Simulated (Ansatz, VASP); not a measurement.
# One calculation of Be2ZnTe5, two programs

```xyz
8
Lattice="4.0408 0.0000 0.0000 0.0000 4.0408 0.0000 0.0000 0.0000 13.8215" Properties=species:S:1:pos:R:3 pbc="T T T"
Be    2.0204    2.0204    3.0611
Be    2.0204    2.0204   10.7604
Zn    0.0000    0.0000    0.0000
Te    2.0204    0.0000    4.4614
Te    0.0000    2.0204    1.6805
Te    0.0000    2.0204    9.3601
Te    2.0204    0.0000   12.1410
Te    0.0000    0.0000    6.9108
```

Alike in both runs: functional PBE; k mesh 8 × 8 × 4; occupations gaussian, width 0.1 eV; no spin polarisation.

Ansatz relaxed the structure, and its values are those at the end. VASP's run is a single point on that final structure, the one shown.

|  | VASP | Ansatz |
| --- | --- | --- |
| version | VASP 6.6.1 | Ansatz 0.2.0 |
| potentials or method | VASP PAW PBE potentials, release 64 (Be, Zn, Te), cutoff 520 eV | scalar-relativistic, plane waves, PAW |
| valence electrons in the cell | 46 | 96 |

|  | VASP | Ansatz | Ansatz less VASP |
| --- | --- | --- | --- |
| gap on the k mesh at the Fermi level (eV) | none | none | - |
| pressure (GPa) | 0.1 | 0.0 | -0.06 |
| rms of the force components (eV/Å) | 0.006 | 0.001 | -0.0049 |

A gap of «none» marks a metal or a gap that the smearing closes. The functional is the same, so the differences come from potentials, cutoffs and numerics. VASP's potentials hold 46 valence electrons a cell and Ansatz's 96, so a difference there can come from the potentials and not from the codes.

Spin-orbit coupling is off throughout.
